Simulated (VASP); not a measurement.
A run of VASP 6.6.1:

Contents of POSCAR:

```
HfO2
1.0
    4.8382036345      0.0000000000      0.0000000000
    0.0000000000      4.8382036345      0.0000000000
    0.0000000000      0.0000000000      3.2203479159
Hf O
2 4
Direct
    0.0000000000      0.0000000000     -0.0043992911
    0.5000000000      0.5000000000      0.5043992911
    0.1949191830      0.8050808170      0.5698682272
    0.3050808170      0.3050808170     -0.0698682272
    0.6949191830      0.6949191830     -0.0698682272
    0.8050808170      0.1949191830      0.5698682272
```

The input INCAR.step1:

```
PREC     = Accurate       # precision mode
ENCUT    = 520            # plane-wave cutoff, eV
ISMEAR   = 0              # smearing method
SIGMA    = 0.05           # smearing width, eV
LREAL    = False          # projectors in reciprocal space
LASPH    = True           # aspherical terms in the spheres
NELM     = 80             # most SCF steps
NBANDS   = 31             # bands
GGA      = PE             # functional
ALGO     = Normal         # electronic algorithm
EDIFF    = 1E-4           # SCF threshold, eV
LWAVE    = True           # write WAVECAR
LCHARG   = False          # write CHGCAR
```

The input INCAR.step2:

```
PREC     = Accurate       # precision mode
ENCUT    = 520            # plane-wave cutoff, eV
EDIFF    = 1E-6           # SCF threshold, eV
ISMEAR   = 0              # smearing method
SIGMA    = 0.05           # smearing width, eV
LREAL    = False          # projectors in reciprocal space
LASPH    = True           # aspherical terms in the spheres
NELM     = 80             # most SCF steps
ALGO     = Normal         # electronic algorithm
ISIF     = 2              # what is computed and relaxed
LWAVE    = False          # write WAVECAR
LCHARG   = True           # write CHGCAR
METAGGA  = R2SCAN         # meta-GGA
LMIXTAU  = True         
LELF     = True           # ELF
LVHAR    = True         
NBANDS   = 31             # bands
ISTART   = 1
```

KPOINTS

```
Automatic mesh
0
Gamma
  6 6 8
```

Potentials or basis: VASP PAW PBE potentials, release 64 (Hf_pv, O).

Run with:

```sh
$ cat potpaw_PBE.64/Hf_pv/POTCAR potpaw_PBE.64/O/POTCAR > POTCAR
$ cp INCAR.step1 INCAR
$ mpirun -np 1 vasp_std > vasp.out
$ cp INCAR.step2 INCAR
$ mpirun -np 1 vasp_std > vasp.out
```

Hardware: 1 thread of Intel Xeon 8259CL, with other jobs on the host.

**Question.** Estimate the wall time of this run.

**Answer.** Wall time 6.9 min on 1 thread of Intel Xeon 8259CL, on a shared host, peak memory 0.24 GiB. Counts: k points 50.
